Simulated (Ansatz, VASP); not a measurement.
**One calculation of CdTe, two programs**

Contents of INCAR:

```
PREC = Accurate ; ENCUT = 520
EDIFF = 1E-6 ; ISMEAR = -1
SIGMA = 0.02 ; LREAL = False
LASPH = True ; NELM = 80
ALGO = Normal ; ISIF = 2
LWAVE = False ; LCHARG = False
NBANDS = 26
```

The input KPOINTS:

```
Automatic mesh
0
Gamma
  7 5 7
```

Contents of POSCAR:

```
CdTe
1.0
   -3.2036917475      3.2036917475      0.0000000000
    0.0000000000      0.0000000000      6.4073834950
    3.2036917475      3.2036917475      0.0000000000
Cd Te
2 2
Direct
    0.0000000000      0.0000000000      0.0000000000
    0.5000000000      0.5000000000      0.5000000000
    0.0000000000      0.2500000000      0.5000000000
    0.5000000000      0.7500000000      0.0000000000
```

Input for Ansatz:

```yaml
crystal:
  lattice:
    - [-3.2036917475, 3.2036917475, 0.0]
    - [0.0, 0.0, 6.407383495]
    - [3.2036917475, 3.2036917475, 0.0]
  atoms:
    - { symbol: Cd, position: [0.0, 0.0, 0.0] }
    - { symbol: Cd, position: [0.5, 0.5, 0.5] }
    - { symbol: Te, position: [0.0, 0.25, 0.5] }
    - { symbol: Te, position: [0.5, 0.75, 0.0] }
kpoints:
  mp_grid: { grid: [7, 5, 7] }
scf:
  occupations: { method: fermi_dirac, width: 0.02 }
hamiltonian:
  xc: lda
  pseudopotentials: { kind: all_electron, lapw: { basis_error: 0.001 } }
output:
  forces: true
  stress: true
  eigenvalues: true
```

Alike in both runs: task single point; functional LDA; k mesh 7 × 5 × 7; occupations fermi-dirac, width 0.02 eV; no spin polarisation.

|  | VASP | Ansatz |
| --- | --- | --- |
| version | VASP 6.6.1 | Ansatz 0.2.0 |
| potentials or method | VASP PAW LDA potentials, release 64 (Cd, Te), cutoff 520 eV | all-electron LAPW, scalar-relativistic |

Ansatz gave:

```
pressure (GPa) : 0.0
```

Task: Estimate VASP's values.

Result: Pressure (GPa): 0.3.

LDA's correlation is that of Perdew and Zunger in VASP and of Perdew and Wang (1992) in Ansatz. Ansatz ran all-electron here, and VASP with PAW potentials.

Neither program's run includes spin-orbit coupling.
